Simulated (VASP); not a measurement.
# Ba3Zr4O12 (a cell with a defect) in VASP: single point with PBE

Aim: the single point of Ba3Zr4O12 (a cell with a defect) with PBE.

Program: VASP 6.6.1. These are calculated values, not measurements. Logs are shortened: lines on timing, memory, paths and dates and some standing lists are left out, and cuts for length are marked.

### 1 The cell of the first run

The cell holds a defect, 19 atoms: a = 7.322 Å, b = 7.322 Å, c = 7.322 Å, α = 109.47°, β = 109.47°, γ = 109.47°.

### 2 Single point, PBE

The input, INCAR:

```
SYSTEM = Ba3Zr4O12
PREC = Accurate
ENCUT = 520
EDIFF = 1E-6
ISMEAR = 0
SIGMA = 0.05
LREAL = Auto
LASPH = .TRUE.
NELM = 80
ALGO = Normal
ISIF = 2
LWAVE = .FALSE.
LCHARG = .TRUE.
GGA = PE
LELF = .TRUE.
LVHAR = .TRUE.
NBANDS = 90
NELECT = 152.0
```

The input, KPOINTS:

```
regular mesh
0
G
  4 4 4
  0 0 0
```

The input, POSCAR:

```
Ba3Zr4O12
1.0
   -4.2271431831      4.2271431831      4.2271431831
    4.2271431831     -4.2271431831      4.2271431831
    4.2271431831      4.2271431831     -4.2271431831
Ba Zr O
3 4 12
Direct
    0.0000000000      0.0000000000      0.5000000000
    0.0000000000      0.5000000000      0.0000000000
    0.5000000000      0.0000000000      0.0000000000
    0.0000000000      0.0000000000      0.0000000000
    0.5000000000      0.5000000000      0.0000000000
    0.5000000000      0.0000000000      0.5000000000
    0.0000000000      0.5000000000      0.5000000000
    0.0152504932      0.7576252466      0.7576252466
    0.5000000000      0.2423747534      0.7576252466
    0.5000000000      0.7576252466      0.2423747534
   -0.0152504932      0.2423747534      0.2423747534
    0.7576252466      0.5000000000      0.2423747534
    0.2423747534     -0.0152504932      0.2423747534
    0.2423747534      0.5000000000      0.7576252466
    0.7576252466      0.0152504932      0.7576252466
    0.2423747534      0.2423747534     -0.0152504932
    0.7576252466      0.7576252466      0.0152504932
    0.7576252466      0.2423747534      0.5000000000
    0.2423747534      0.7576252466      0.5000000000
```

Potentials or basis: VASP PAW PBE potentials, release 64 (Ba_sv, Zr_sv, O).

Started as:

```
$ cat potpaw_PBE.64/Ba_sv/POTCAR potpaw_PBE.64/Zr_sv/POTCAR potpaw_PBE.64/O/POTCAR > POTCAR
$ mpirun -np 1 vasp_std > vasp.out
```

OUTCAR:

```text
SYSTEM = Ba3Zr4O12
   PREC = Accurate
   ENCUT = 520
   EDIFF = 1E-6
   ISMEAR = 0
   LREAL = Auto
   LASPH = .TRUE.
   NELM = 80
   ISIF = 2
   GGA = PE
   NELECT = 152.0

 ion  position               nearest neighbor table
   1  0.000  0.000  0.500-  16 2.90  17 2.90  18 2.90  19 2.90  14 2.99  15 2.99   8 2.99   9 2.99
                            11 2.99  13 2.99  12 2.99  10 2.99   4 3.66   5 3.66   4 3.66   7 3.66
   2  0.000  0.500  0.000-  12 2.90  13 2.90  14 2.90  15 2.90  10 2.99  11 2.99   8 2.99  16 2.99
                            17 2.99  19 2.99  18 2.99   9 2.99   4 3.66   5 3.66   7 3.66   6 3.66
   3  0.500  0.000  0.000-   8 2.90   9 2.90  10 2.90  11 2.90  12 2.99  13 2.99  15 2.99  16 2.99
                            17 2.99  18 2.99  19 2.99  14 2.99   4 3.66   5 3.66   6 3.66   6 3.66
   4  0.000  0.000  0.000-   8 2.12  11 2.12  13 2.12  15 2.12  16 2.12  17 2.12   1 3.66   2 3.66
                             3 3.66   1 3.66   2 3.66   3 3.66
   5  0.500  0.500  0.000-   9 2.12  10 2.12  12 2.12  14 2.12  16 2.12  17 2.12   1 3.66   2 3.66
                             3 3.66   3 3.66   2 3.66   1 3.66
   6  0.500  0.000  0.500-   9 2.12  10 2.12  13 2.12  15 2.12  18 2.12  19 2.12   1 3.66   2 3.66
                             3 3.66   3 3.66   1 3.66   2 3.66
   7  0.000  0.500  0.500-   8 2.12  11 2.12  12 2.12  14 2.12  18 2.12  19 2.12   1 3.66   2 3.66
                             3 3.66   2 3.66   1 3.66   3 3.66
   8  0.015  0.758  0.758-   4 2.12   7 2.12   3 2.90   2 2.99   1 2.99
   9  0.500  0.242  0.758-   5 2.12   6 2.12   3 2.90   2 2.99   1 2.99
  10  0.500  0.758  0.242-   5 2.12   6 2.12   3 2.90   1 2.99   2 2.99
  11  0.985  0.242  0.242-   4 2.12   7 2.12   3 2.90   2 2.99   1 2.99
  12  0.758  0.500  0.242-   5 2.12   7 2.12   2 2.90   1 2.99   3 2.99
  13  0.242  0.985  0.242-   4 2.12   6 2.12   2 2.90   1 2.99   3 2.99
  14  0.242  0.500  0.758-   5 2.12   7 2.12   2 2.90   3 2.99   1 2.99
  15  0.758  0.015  0.758-   4 2.12   6 2.12   2 2.90   1 2.99   3 2.99
  16  0.242  0.242  0.985-   4 2.12   5 2.12   1 2.90   2 2.99   3 2.99
  17  0.758  0.758  0.015-   4 2.12   5 2.12   1 2.90   2 2.99   3 2.99
  18  0.758  0.242  0.500-   6 2.12   7 2.12   1 2.90   2 2.99   3 2.99
  19  0.242  0.758  0.500-   6 2.12   7 2.12   1 2.90   3 2.99   2 2.99

  LATTYP: Found a body centered cubic cell.
 ALAT       =     8.4542863662

  Lattice vectors:

 A1 = (  -4.2271431831,   4.2271431831,   4.2271431831)
 A2 = (   4.2271431831,  -4.2271431831,   4.2271431831)
 A3 = (   4.2271431831,   4.2271431831,  -4.2271431831)

Analysis of symmetry for initial positions (statically):
=====================================================================
 Subroutine PRICEL returns:
 Original cell was already a primitive cell.

 Routine SETGRP: Setting up the symmetry group for a
 body centered cubic supercell.

 Subroutine GETGRP returns: Found 48 space group operations
 (whereof 12 operations were pure point group operations)
 out of a pool of 48 trial point group operations.

The static configuration has the point symmetry D_3d.
 The point group associated with its full space group is O_h .

Analysis of symmetry for dynamics (positions and initial velocities):
=====================================================================
 Subroutine PRICEL returns:
 Original cell was already a primitive cell.

 Routine SETGRP: Setting up the symmetry group for a
 body centered cubic supercell.

 Subroutine GETGRP returns: Found 48 space group operations
 (whereof 12 operations were pure point group operations)
 out of a pool of 48 trial point group operations.

The dynamic configuration has the point symmetry D_3d.
 The point group associated with its full space group is O_h .

 Subroutine INISYM returns: Found 48 space group operations
 (whereof 12 operations are pure point group operations),
 and found     1 'primitive' translations

----------------------------------------------------------------------------------------

                                     Primitive cell

  volume of cell :     302.1349

  direct lattice vectors                    reciprocal lattice vectors
    -4.227143183  4.227143183  4.227143183     0.000000000  0.118283195  0.118283195
     4.227143183 -4.227143183  4.227143183     0.118283195  0.000000000  0.118283195
     4.227143183  4.227143183 -4.227143183     0.118283195  0.118283195  0.000000000

  length of vectors
     7.321626764  7.321626764  7.321626764     0.167277698  0.167277698  0.167277698

  position of ions in fractional coordinates (direct lattice)
     0.000000000  0.000000000  0.500000000
     0.000000000  0.500000000  0.000000000
     0.500000000  0.000000000  0.000000000
     0.000000000  0.000000000  0.000000000
     0.500000000  0.500000000  0.000000000
     0.500000000  0.000000000  0.500000000
[... 11 lines left out ...]
     0.757625247  0.242374753  0.500000000
     0.242374753  0.757625247  0.500000000

  ion indices of the primitive-cell ions
   primitive index   ion index
                 1           1
                 2           2
                 3           3
                 4           4
                 5           5
                 6           6
[... 11 lines left out ...]
                18          18
                19          19

----------------------------------------------------------------------------------------

 KPOINTS: regular mesh

Automatic generation of k-mesh.
 Grid dimensions read from file:
 generate k-points for:    4    4    4

 Generating k-lattice:

  Cartesian coordinates                     Fractional coordinates (reciprocal lattice)
     0.000000000  0.029570799  0.029570799     0.250000000  0.000000000  0.000000000
     0.029570799  0.000000000  0.029570799     0.000000000  0.250000000  0.000000000
     0.029570799  0.029570799  0.000000000     0.000000000  0.000000000  0.250000000

  Length of vectors
     0.041819425  0.041819425  0.041819425

  Shift w.r.t. Gamma in fractional coordinates (k-lattice)
     0.000000000  0.000000000  0.000000000

 Subroutine IBZKPT returns following result:
 ===========================================

 Found      8 irreducible k-points:

 Following reciprocal coordinates:
            Coordinates               Weight
  0.000000  0.000000  0.000000      1.000000
  0.250000  0.000000  0.000000     12.000000
  0.500000  0.000000  0.000000      6.000000
  0.250000  0.250000  0.000000     24.000000
  0.250000  0.250000  0.250000      2.000000
 -0.250000  0.250000  0.250000      6.000000
  0.500000  0.500000  0.250000     12.000000
  0.500000  0.500000  0.500000      1.000000
   k-points           NKPTS =      8   k-points in BZ     NKDIM =      8   number of bands    NBANDS=     90
   number of dos      NEDOS =    301   number of ions     NIONS =     19
   total plane-waves  NPLWV = 157464
   dimension x,y,z NGX =    54 NGY =   54 NGZ =   54
   dimension x,y,z NGXF=   108 NGYF=  108 NGZF=  108
   ions per type =               3   4  12
   NGX,Y,Z   is equivalent  to a cutoff of  12.26, 12.26, 12.26 a.u.
   NGXF,Y,Z  is equivalent  to a cutoff of  24.52, 24.52, 24.52 a.u.
 SYSTEM =  Ba3Zr4O12
   PREC   = accura    normal or accurate (medium, high low for compatibility)
   ISTART =      0    job   : 0-new  1-cont  2-samecut
   ICHARG =      2    charge: 1-file 2-atom 10-const
   ISPIN  =      1    spin polarized calculation?
   LNONCOLLINEAR =      F non collinear calculations
   LSORBIT =      F    spin-orbit coupling
   LASPH  =      T    aspherical Exc in radial PAW
   ENCUT  =  520.0 eV  38.22 Ry    6.18 a.u.  13.61 13.61 13.61*2*pi/ulx,y,z
   NELM   =     80;   NELMIN=  2; NELMDL= -5     # of ELM steps
   EDIFF  = 0.1E-05   stopping-criterion for ELM
   LREAL  =      T    real-space projection
   EDIFFG = 0.1E-04   stopping-criterion for IOM
   NSW    =      0    number of steps for IOM
   IBRION =     -1    ionic relax: 0-MD 1-quasi-New 2-CG
   NFREE  =      0    steps in history (QN), initial steepest desc. (CG)
   ISIF   =      2    stress and relaxation
   ISYM   =      2    0-nonsym 1-usesym 2-fastsym
   POTIM  = 0.5000    time-step for ionic-motion
   TEBEG  =    0.0;   TEEND  =   0.0 temperature during run
   PSTRESS=    0.0 pullay stress
   NELECT =     152.0000    total number of electrons
   NUPDOWN=      -1.0000    fix difference up-down
   EMIN   =  10.00;   EMAX   =-10.00  energy-range for DOS
   EFERMI =   0.00;   METHOD = LEGACY
   ISMEAR =     0;   SIGMA  =   0.05  broadening in eV -4-tet -1-fermi 0-gaus
   EFERMI_NEDOS =   21; number of points for ismear=-14 and -15
   IALGO  =     38    algorithm
   IMIX   =      4    mixing-type and parameters
     AMIX     =   0.40;   BMIX     =  1.00
     AMIX_MAG =   1.60;   BMIX_MAG =  1.00
  volume/ion in A,a.u.               =      15.90       107.31
  Fermi-wavevector in a.u.,A,eV,Ry     =   1.302034  2.460488 23.065864  1.695293
  Thomas-Fermi vector in A             =   2.433129
   LORBIT       =      0    0 simple, 1 ext, 2 COOP (PROOUT), +10 PAW based schemes
   GGA     = PE    functional components
   LHFCALC =     F    Hartree Fock is set to
   AEXX    =    0.0000 exact exchange contribution
   IVDW    =     0    specifies the selected vdW correction
   LEPSILON=     F    determine dielectric tensor
   LRPA    =     F    only Hartree local field effects (RPA)
 non-spin polarized calculation
 Gauss-broadening in eV      SIGMA  =   0.05
  energy-cutoff  :      520.00
  volume of cell :      302.13
 maximum number of plane-waves:      8184
   NGX = 27   NGY = 27   NGZ = 27

 number of electron     152.0000007 magnetization

 Free energy of the ion-electron system (eV)
  ---------------------------------------------------
  ext. energy  EPLUGINS =         0.00000000
  ---------------------------------------------------
  free energy    TOTEN  =      -151.39827000 eV

  energy without entropy =     -151.39827000  energy(sigma->0) =     -151.39827000

 E-fermi :   3.1067     XC(G=0): -10.1115

 val. band max:        2.8642264903   @ k =   0.5000   0.5000   0.5000
 cond. band min:       6.0574726595   @ k =   0.0000   0.0000   0.0000
 fundamental gap:      3.1932461692
 Fermi energy:         3.1066939271

 k-point     1 :       0.0000    0.0000    0.0000
  band No.  band energies     occupation
      1     -44.5391      2.00000
      2     -44.5335      2.00000
      3     -44.5335      2.00000
      4     -44.5335      2.00000
      5     -22.8786      2.00000
      6     -22.8786      2.00000
[... 80 lines left out ...]
     87       8.3174      0.00000
     88       8.3174      0.00000

 k-point     2 :       0.2500    0.0000    0.0000
  band No.  band energies     occupation
      1     -44.5383      2.00000
      2     -44.5343      2.00000
      3     -44.5335      2.00000
      4     -44.5335      2.00000
      5     -22.9252      2.00000
      6     -22.9084      2.00000
[... 535 lines left out ...]
     87       8.8282      0.00000
     88       8.9643      0.00000

 k-point     8 :       0.5000    0.5000    0.5000
  band No.  band energies     occupation
      1     -44.5363      2.00000
      2     -44.5363      2.00000
      3     -44.5363      2.00000
      4     -44.5308      2.00000
      5     -23.0607      2.00000
      6     -23.0607      2.00000
[... 80 lines left out ...]
     87       8.9058      0.00000
     88       8.9058      0.00000
 [bands above 88 left out]

------------------------ aborting loop because EDIFF is reached ----------------------------------------

  FORCE on cell =-STRESS in cart. coord.  units (eV):
  Direction    XX          YY          ZZ          XY          YZ          ZX
  --------------------------------------------------------------------------------------
  -------------------------------------------------------------------------------------
  Total       13.0227197     13.0227197     13.0227197     -0.0000000     -0.0000000      0.0000000
  in kB       69.0575882     69.0575882     69.0575882     -0.0000000     -0.0000000      0.0000000
  external PRESSURE =      69.0575882 kB  Pullay stress =       0.0000000 kB

 VOLUME and BASIS-vectors are now :
 -----------------------------------------------------------------------------
  energy-cutoff  :      520.00
  volume of cell :      302.13
      direct lattice vectors                 reciprocal lattice vectors
    -4.227143183  4.227143183  4.227143183     0.000000000  0.118283195  0.118283195
     4.227143183 -4.227143183  4.227143183     0.118283195  0.000000000  0.118283195
     4.227143183  4.227143183 -4.227143183     0.118283195  0.118283195  0.000000000

 POSITION                                       TOTAL-FORCE (eV/Angst)
 -----------------------------------------------------------------------------------
      2.11357      2.11357     -2.11357        -0.000000      0.000000      0.000000
      2.11357     -2.11357      2.11357        -0.000000      0.000000      0.000000
     -2.11357      2.11357      2.11357        -0.000000      0.000000      0.000000
      0.00000      0.00000      0.00000        -0.000000      0.000000      0.000000
      0.00000      0.00000      4.22714        -0.000000      0.000000      0.000000
      0.00000      4.22714      0.00000        -0.000000      0.000000      0.000000
[... 11 lines left out ...]
     -0.06447      4.29161      2.11357         0.018363     -0.018363      0.000000
      4.29161     -0.06447      2.11357        -0.018363      0.018363      0.000000
 -----------------------------------------------------------------------------------
    total drift:                                0.000000      0.000000     -0.000000

  FREE ENERGIE OF THE ION-ELECTRON SYSTEM (eV)
  ---------------------------------------------------
  free  energy   TOTEN  =      -151.3982700036 eV

  energy  without entropy=     -151.3982700036  energy(sigma->0) =     -151.39827000
```

It took 5.3 min on 1 thread of Intel Xeon Platinum 8488C (Sapphire Rapids), shared host; peak memory 0.47 GiB.

Results:

```
Free energy   : -151.3983 eV
Largest force : 0.026 eV/Å
```

Forces on the atoms (eV/Å):
```
Ba   0.000  0.000  0.000
Ba   0.000  0.000  0.000
Ba   0.000  0.000  0.000
Zr   0.000  0.000  0.000
Zr   0.000  0.000  0.000
Zr   0.000  0.000  0.000
Zr   0.000  0.000  0.000
O    0.000 -0.018 -0.018
O    0.000 -0.018  0.018
O    0.000  0.018 -0.018
O    0.000  0.018  0.018
O    0.018  0.000 -0.018
O    0.018  0.000  0.018
O   -0.018  0.000  0.018
O   -0.018  0.000 -0.018
O    0.018  0.018  0.000
O   -0.018 -0.018  0.000
O    0.018 -0.018  0.000
O   -0.018  0.018  0.000
```

Caveat: the cell carries a net charge on a neutralising background, which shifts energy and pressure; the cell is charged against a uniform background, so pressure and absolute levels hang on convention; spin-orbit coupling is left out, which moves the levels of the heavy elements.
